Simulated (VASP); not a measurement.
Set up this calculation in VASP 6.6.1, as the native input.

* Task: single point
* Functional: PBE
* Potentials or basis: VASP PAW PBE potentials, release 64 (Ge_d, Sb, Te)
* Cutoff: 520 eV
* k mesh: 10 × 10 × 2
* Occupations: gaussian, width 0.05 eV
* Spin: no spin polarisation
* Dipole correction: no
* Further INCAR settings: ALGO = Normal; EDIFF = 1e-07; NBANDS = 44

The structure of Ge2Sb2Te5 lies in POSCAR:

```
Ge2Sb2Te5
1.0
    4.2318496344      0.0000000000      0.0000000000
   -2.1159248172      3.6648892884      0.0000000000
    0.0000000000      0.0000000000     16.8495924964
Ge Sb Te
2 2 5
Direct
    0.3333333333      0.6666666667      0.8991738485
    0.6666666667      0.3333333333      0.1008261515
    0.0000000000      0.0000000000      0.6816482048
    0.0000000000      0.0000000000      0.3183517952
    0.0000000000      0.0000000000      0.0000000000
    0.6666666667      0.3333333333      0.8005631447
    0.3333333333      0.6666666667      0.1994368553
    0.3333333333      0.6666666667      0.5790719883
    0.6666666667      0.3333333333      0.4209280117
```

One way to write it, as run:

INCAR

```
SYSTEM = Ge2Sb2Te5
PREC = Accurate
ENCUT = 520
EDIFF = 1E-7
ISMEAR = 0
SIGMA = 0.05
LREAL = .FALSE.
LASPH = .TRUE.
NELM = 60
ALGO = Normal
ISIF = 2
LWAVE = .FALSE.
LCHARG = .TRUE.
GGA = PE
LELF = .TRUE.
LVHAR = .TRUE.
NBANDS = 44
```

KPOINTS

```
regular mesh
0
G
  10 10 2
  0 0 0
```

Potentials or basis: VASP PAW PBE potentials, release 64 (Ge_d, Sb, Te).

Launch:

```sh
$ cat potpaw_PBE.64/Ge_d/POTCAR potpaw_PBE.64/Sb/POTCAR potpaw_PBE.64/Te/POTCAR > POTCAR
$ mpirun -np 1 vasp_std > vasp.out
```

It gave:

| Item | Value |
| --- | --- |
| Pressure | 2.4 GPa |
| Largest force | 0.024 eV/Å |
| Band gap on the k mesh | 0.11 eV |

Caveat: semilocal functionals underestimate gaps, and a narrow one can read as zero; spin-orbit coupling is left out, which moves the levels of the heavy elements.

It took 6.1 min on 1 thread of Intel(R) Xeon(R) 6975P-C (Granite Rapids), on a shared host, peak memory 0.51 GiB.
